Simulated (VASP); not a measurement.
# Ga (P6_3/mmc) in VASP: a series of runs, part 2 of 2

VASP 6.6.1. Earlier steps stand in the parts before.

## (3) Relaxation of cell and atoms, PBE

This run uses another cell than the first one, of 18.88 Å³/atom.

File INCAR:

```
SYSTEM = Ga
PREC     = Accurate       ! precision mode
ENCUT    = 600            ! plane-wave cutoff, eV
EDIFF    = 1E-6           ! SCF threshold, eV
ISMEAR   = 0              ! smearing method
SIGMA    = 0.1            ! smearing width, eV
LREAL    = .False.        ! projectors in reciprocal space
LASPH    = .True.         ! aspherical terms in the spheres
NELM     = 100            ! most SCF steps
ALGO     = Normal         ! electronic algorithm
ISIF     = 3              ! what is computed and relaxed
LWAVE    = .False.        ! write WAVECAR
LCHARG   = .False.        ! write CHGCAR
GGA      = PE             ! functional
IBRION   = 2              ! ionic algorithm
NSW      = 100            ! ionic steps
EDIFFG   = -0.01          ! ionic threshold
```

File KPOINTS:

```
regular mesh
0
Gamma
  18 18 6
  0 0 0
```

File POSCAR:

```
Ga
1.0
    2.9475368916      0.0000000000      0.0000000000
   -1.4737684458      2.5526418267      0.0000000000
    0.0000000000      0.0000000000     10.0359529628
Ga
4
Direct
    0.3333333333      0.6666666667      0.1157888823
    0.6666666667      0.3333333333      0.6157888823
    0.3333333333      0.6666666667      0.3842111177
    0.6666666667      0.3333333333      0.8842111177
```

Potentials or basis: VASP PAW PBE potentials, release 64 (Ga_d).

Command:

```sh
$ cat potpaw_PBE.64/Ga_d/POTCAR > POTCAR
$ mpirun -np 1 vasp_std > vasp.out
```

OUTCAR:

```text
SYSTEM = Ga
   PREC = Accurate
   ENCUT = 600
   EDIFF = 1E-6
   ISMEAR = 0
   LREAL = .False.
   LASPH = .True.
   NELM = 100
   ISIF = 3
   GGA = PE
   IBRION = 2
   NSW = 100
   EDIFFG = -0.01

 ion  position               nearest neighbor table
   1  0.333  0.667  0.116-   3 2.69   4 2.88   4 2.88   4 2.88
   2  0.667  0.333  0.616-   4 2.69   3 2.88   3 2.88   3 2.88
   3  0.333  0.667  0.384-   1 2.69   2 2.88   2 2.88   2 2.88
   4  0.667  0.333  0.884-   2 2.69   1 2.88   1 2.88   1 2.88

  LATTYP: Found a hexagonal cell.
 ALAT       =     2.9475368916
 C/A-ratio  =     3.4048608489

  Lattice vectors:

 A1 = (   2.9475368916,   0.0000000000,   0.0000000000)
 A2 = (  -1.4737684458,   2.5526418267,   0.0000000000)
 A3 = (   0.0000000000,   0.0000000000,  10.0359529628)

Analysis of symmetry for initial positions (statically):
=====================================================================
 Subroutine PRICEL returns:
 Original cell was already a primitive cell.

 Routine SETGRP: Setting up the symmetry group for a
 hexagonal supercell.

 Subroutine GETGRP returns: Found 24 space group operations
 (whereof 12 operations were pure point group operations)
 out of a pool of 24 trial point group operations.
[... 279 lines left out ...]
  free  energy   TOTEN  =       -11.5424535955 eV

  energy  without entropy=      -11.5352467275  energy(sigma->0) =      -11.53885016

[... ionic steps 4 to 21 ...]

--------------------------------------- Ionic step       22  -------------------------------------------

 number of electron      51.9999971 magnetization

------------------------ aborting loop because EDIFF is reached ----------------------------------------
[... 71 lines left out ...]
--------------------------------------- Ionic step       24  -------------------------------------------

 number of electron      51.9999973 magnetization

 Free energy of the ion-electron system (eV)
  ---------------------------------------------------
  ext. energy  EPLUGINS =         0.00000000
  ---------------------------------------------------
  free energy    TOTEN  =       -11.55837461 eV

  energy without entropy =      -11.55334823  energy(sigma->0) =      -11.55586142

 E-fermi :   5.3702     XC(G=0): -10.9193

 val. band max:        5.3519882328   @ k =   0.3333  -0.0000   0.0000
 cond. band min:       5.3759037633   @ k =   0.4444   0.1111   0.0000
 fundamental gap:      0.0239155305
 Fermi energy:         5.3701989564

 k-point     1 :       0.0000    0.0000    0.0000
  band No.  band energies     occupation
      1      -9.6995      2.00000
      2      -9.6779      2.00000
      3      -9.5522      2.00000
      4      -9.5403      2.00000
      5      -9.5403      2.00000
      6      -9.5334      2.00000
[... 805 lines left out ...]
     30       8.8805      0.00000
     31       9.1137      0.00000

 [... further k-points ...]

------------------------ aborting loop because EDIFF is reached ----------------------------------------

  FORCE on cell =-STRESS in cart. coord.  units (eV):
  Direction    XX          YY          ZZ          XY          YZ          ZX
  --------------------------------------------------------------------------------------
  -------------------------------------------------------------------------------------
  Total        0.0173964      0.0173964      0.0239201      0.0000000      0.0000000      0.0000000
  in kB        0.3640437      0.3640437      0.5005631      0.0000000      0.0000000      0.0000000
  external PRESSURE =       0.4095502 kB  Pullay stress =       0.0000000 kB
[... 19 lines left out ...]
  FREE ENERGIE OF THE ION-ELECTRON SYSTEM (eV)
  ---------------------------------------------------
  free  energy   TOTEN  =       -11.5583746136 eV

  energy  without entropy=      -11.5533482305  energy(sigma->0) =      -11.55586142

 reached required accuracy - stopping structural energy minimisation
```

Run time: 30 min. Hardware: 1 thread of Intel Xeon 6975P-C (Granite Rapids), shared host; peak memory 0.47 GiB.

Results:

```yaml
Free_energy: -11.5584 eV
Relaxed_volume: 19.14 Å³/atom
Relaxed_cell: a = 2.909 Å, b = 2.909 Å, c = 10.450 Å, α = 90.00°, β = 90.00°, γ = 120.00°
Space_group_after_relaxing_to_0.1_Å: P6_3/mmc (No. 194)
Energy_gained_by_relaxing: 6.6 meV/atom
Ionic_steps: 24
Pressure_after_relaxing: 0.0 GPa
Band_gap_on_the_k_mesh: zero (bands 26 and 27 overlap by 4.58 eV)
```

Forces in eV/Å, atoms in the order of the input:
```
Ga   0.000  0.000 -0.003
Ga   0.000  0.000 -0.003
Ga   0.000  0.000  0.003
Ga   0.000  0.000  0.003
```

The path:
| step | energy change (eV) | largest force (eV/Å) | pressure (GPa) | volume (Å³) |
| --- | --- | --- | --- | --- |
| 1 | 0.0000 | 0.1579 | 1.11 | 75.51 |
| 2 | -0.0100 | 0.0853 | 0.07 | 76.95 |
| 3 | -0.0103 | 0.0432 | -0.58 | 77.94 |
| 4 | -0.0108 | 0.0593 | -0.39 | 77.56 |
| 5 | -0.0135 | 0.0362 | -0.25 | 77.32 |
| 6 | -0.0208 | 0.0116 | 0.01 | 76.57 |
| 7 | -0.0146 | 0.1447 | 1.05 | 75.05 |
| 8 | -0.0234 | 0.0488 | 0.30 | 76.11 |
| 9 | -0.0254 | 0.0419 | 0.18 | 76.21 |
| 10 | -0.0256 | 0.0388 | 0.16 | 76.27 |
| 11 | -0.0256 | 0.0379 | 0.12 | 76.26 |
| 12 | -0.0256 | 0.0382 | 0.17 | 76.25 |
| 13 | -0.0260 | 0.0265 | 0.20 | 76.42 |
| 14 | -0.0259 | 0.0080 | -0.20 | 76.93 |
| 15 | -0.0262 | 0.0093 | -0.22 | 76.68 |
| 16 | -0.0261 | 0.0187 | 0.19 | 76.55 |
| 17 | -0.0262 | 0.0116 | -0.15 | 76.63 |
| 18 | -0.0262 | 0.0158 | 0.04 | 76.59 |
| 19 | -0.0262 | 0.0131 | -0.03 | 76.61 |
| 20 | -0.0262 | 0.0125 | -0.02 | 76.62 |
| 21 | -0.0262 | 0.0063 | -0.11 | 76.58 |
| 22 | -0.0262 | 0.0081 | 0.04 | 76.51 |
| 23 | -0.0263 | 0.0002 | 0.14 | 76.55 |
| 24 | -0.0263 | 0.0029 | 0.04 | 76.56 |

Final structure:
```
Ga
1.0
     2.90854    0.00000    0.00000
    -1.45427    2.51887    0.00000
     0.00000    0.00000   10.45048
Ga
4
Direct
  0.33333 0.66667 0.11946
  0.66667 0.33333 0.61946
  0.33333 0.66667 0.38054
  0.66667 0.33333 0.88054
```

The gap in the log of VASP goes by the Fermi energy; the results here count the filled bands.